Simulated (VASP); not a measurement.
Here is a VASP 6.6.1 calculation.

Contents of INCAR:

```
SYSTEM = Hf3N4
ALGO = Normal ; EDIFF = 1E-8
ENCUT = 600 ; GGA = PS
GGA_COMPAT = .False. ; IBRION = 8
ISIF = 2 ; ISMEAR = 0
KPAR = 4 ; LASPH = .True.
LCHARG = .True. ; LEPSILON = .True.
LREAL = .False. ; LWAVE = .False.
NBANDS = 63 ; NELM = 120
NSW = 1 ; PREC = Accurate
SIGMA = 0.01
```

Contents of KPOINTS:

```
k-points
0
Gamma
  4 4 4
  0 0 0
```

Contents of POSCAR:

```
Hf3N4
1.0
   -3.3255800121      3.3255800121      3.3255800121
    3.3255800121     -3.3255800121      3.3255800121
    3.3255800121      3.3255800121     -3.3255800121
Hf N
6 8
Direct
    0.8750000000      0.2500000000      0.1250000000
    0.1250000000      0.8750000000      0.2500000000
    0.3750000000      0.6250000000      0.7500000000
    0.2500000000      0.1250000000      0.8750000000
    0.7500000000      0.3750000000      0.6250000000
    0.6250000000      0.7500000000      0.3750000000
    0.5000000000      0.0000000000      0.6394450888
    0.1394450888      0.5000000000      0.0000000000
    0.3605549112      0.3605549112      0.3605549112
    0.0000000000      0.1394450888      0.5000000000
    0.8605549112      0.8605549112      0.8605549112
    0.0000000000      0.6394450888      0.5000000000
    0.5000000000      0.0000000000      0.1394450888
    0.6394450888      0.5000000000      0.0000000000
```

Potentials or basis: VASP PAW PBE potentials, release 64 (Hf_pv, N).

Launch:

```bash
$ cat potpaw_PBE.64/Hf_pv/POTCAR potpaw_PBE.64/N/POTCAR > POTCAR
$ mpirun -np 4 vasp_std > vasp.out
```

**Question.** What does it give for the electronic dielectric tensor (diagonal)?

**Answer.** 11.54.

**Question.** Predict the Born charges (mean of the diagonal).

**Answer.** Hf +4.89; N -3.67 e.

**Question.** Predict the highest phonon frequency at Γ.

**Answer.** 679 cm⁻¹.

Born effective charge tensors (e):
atom 1, Hf
```
4.98 0.00 0.00
0.00 4.71 0.00
0.00 0.00 4.98
```
atom 2, Hf
```
4.98 0.00 0.00
0.00 4.98 0.00
0.00 0.00 4.71
```
atom 3, Hf
```
4.98 0.00 0.00
0.00 4.98 0.00
0.00 0.00 4.71
```
atom 4, Hf
```
4.71 0.00 0.00
0.00 4.98 0.00
0.00 0.00 4.98
```
atom 5, Hf
```
4.71 0.00 0.00
0.00 4.98 0.00
0.00 0.00 4.98
```
atom 6, Hf
```
4.98 0.00 0.00
0.00 4.71 0.00
0.00 0.00 4.98
```
atom 7, N
```
-3.67 -0.37  0.06
-0.06 -3.67  0.37
 0.37  0.06 -3.67
```
atom 8, N
```
-3.67  0.06  0.37
 0.37 -3.67 -0.06
 0.06 -0.37 -3.67
```
atom 9, N
```
-3.67 -0.06 -0.37
-0.37 -3.67 -0.06
-0.06 -0.37 -3.67
```
atom 10, N
```
-3.67  0.06 -0.37
 0.37 -3.67  0.06
-0.06  0.37 -3.67
```
atom 11, N
```
-3.67 -0.37 -0.06
-0.06 -3.67 -0.37
-0.37 -0.06 -3.67
```
atom 12, N
```
-3.67  0.37 -0.06
 0.06 -3.67  0.37
-0.37  0.06 -3.67
```
atom 13, N
```
-3.67 -0.06  0.37
-0.37 -3.67  0.06
 0.06  0.37 -3.67
```
atom 14, N
```
-3.67  0.37  0.06
 0.06 -3.67 -0.37
 0.37 -0.06 -3.67
```

Caveat: the cell stands under pressure or tension, which shifts response properties.
